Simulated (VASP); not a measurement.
Wanted: the native input for a VASP 6.6.1 run.

```yaml
Task: single point
Functional: PBE
Potentials_or_basis: VASP PAW PBE potentials, release 64 (Ti_sv)
Cutoff: 520 eV
k_mesh: 20 × 20 × 20
Occupations: gaussian, width 0.15 eV
Spin: collinear spin
Starting_moments: "[0.25] μB"
Fixed_moment: 0.25 μB
Dipole_correction: no
Further_INCAR_settings: ALGO = Normal; EDIFF = 1e-07; NBANDS = 16
```

The structure of Ti lies in POSCAR:

```
Ti
1.0
    0.0000000000      2.1725938953      2.1725938953
    2.1725938953      0.0000000000      2.1725938953
    2.1725938953      2.1725938953      0.0000000000
Ti
1
Direct
    0.0000000000      0.0000000000      0.0000000000
```

This isn't the form of Ti at room conditions, which is hcp.

One way to write it, as run:

INCAR

```
ALGO = Normal ; EDIFF = 1E-7
ENCUT = 520 ; GGA = PE
ISIF = 2 ; ISMEAR = 0
ISPIN = 2 ; LASPH = T
LCHARG = T ; LELF = T
LMAXMIX = 4 ; LORBIT = 11
LREAL = F ; LVHAR = T
LWAVE = F ; MAGMOM = 0.25
NBANDS = 16 ; NELM = 150
NUPDOWN = 0.25 ; PREC = Accurate
SIGMA = 0.15
```

KPOINTS

```
k-points
0
Gamma
  20 20 20
```

Potentials or basis: VASP PAW PBE potentials, release 64 (Ti_sv).

Launch:

```sh
$ cat potpaw_PBE.64/Ti_sv/POTCAR > POTCAR
$ mpirun -np 1 vasp_std > vasp.out
```

Results of the run:

The pressure is -13.2 GPa. The net moment is 0.25 μB per cell. The site moments are Ti +0.16 μB and the valence electrons inside the program's atomic spheres are Ti 10.09.

Caveat: the cell stands under tension; the total moment is fixed, so each spin has its own Fermi level and the state may be an excited one.

Run time: 76 s on 1 thread of Intel(R) Xeon(R) 6975P-C (Granite Rapids), on a shared host, peak memory 0.24 GiB.
